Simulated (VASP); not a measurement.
Mo:

```
Mo
1.0
     4.99603    0.00000    0.00000
     0.00000    4.99603    0.00000
     0.00000    0.00000    4.99603
Mo
8
Direct
  0.00000 0.00000 0.00000
  0.50000 0.50000 0.50000
  0.25000 0.00000 0.50000
  0.75000 0.00000 0.50000
  0.50000 0.25000 0.00000
  0.50000 0.75000 0.00000
  0.00000 0.50000 0.25000
  0.00000 0.50000 0.75000
```

```yaml
Program: VASP 6.6.1
Task: relaxation of cell and atoms
Functional: revPBE
Potentials_or_basis: VASP PAW PBE potentials, release 64 (Mo_sv)
Cutoff: 600 eV
k_mesh: 5 × 5 × 5
Occupations: fermi-dirac, width 0.1 eV
Spin: no spin polarisation
```

At the start: pressure 10.4 GPa; volume 15.59 Å³/atom.

Question: Where does the relaxation end?

Answer: Over 4 steps the energy falls by 19.3 meV/atom and the volume is 16.21 Å³/atom (+4.0 %); space group Pm-3n (No. 223, to 0.1 Å) before and after.

The path:
```
step  energy change (eV)  largest force (eV/Å)  pressure (GPa)  volume (Å³)
   1              0.0000                0.0000           10.37       124.70
   2              0.8315                0.0000          -20.33       143.81
   3             -0.1544                0.0000           -0.38       129.85
   4             -0.1547                0.0000           -0.02       129.66
```

Final structure:
```cif
data_structure
_symmetry_space_group_name_H-M 'P 1'
_symmetry_Int_Tables_number 1
_cell_length_a 5.0613
_cell_length_b 5.0613
_cell_length_c 5.0613
_cell_angle_alpha 90.000
_cell_angle_beta 90.000
_cell_angle_gamma 90.000
_cell_volume 129.66
loop_
_atom_site_label
_atom_site_type_symbol
_atom_site_fract_x
_atom_site_fract_y
_atom_site_fract_z
_atom_site_occupancy
Mo1 Mo 0.00000 0.00000 0.00000 1
Mo2 Mo 0.50000 0.50000 0.50000 1
Mo3 Mo 0.25000 0.00000 0.50000 1
Mo4 Mo 0.75000 0.00000 0.50000 1
Mo5 Mo 0.50000 0.25000 0.00000 1
Mo6 Mo 0.50000 0.75000 0.00000 1
Mo7 Mo 0.00000 0.50000 0.25000 1
Mo8 Mo 0.00000 0.50000 0.75000 1
```

Caveat: the PAW data sets were made with another functional, which shifts forces and pressure a little.
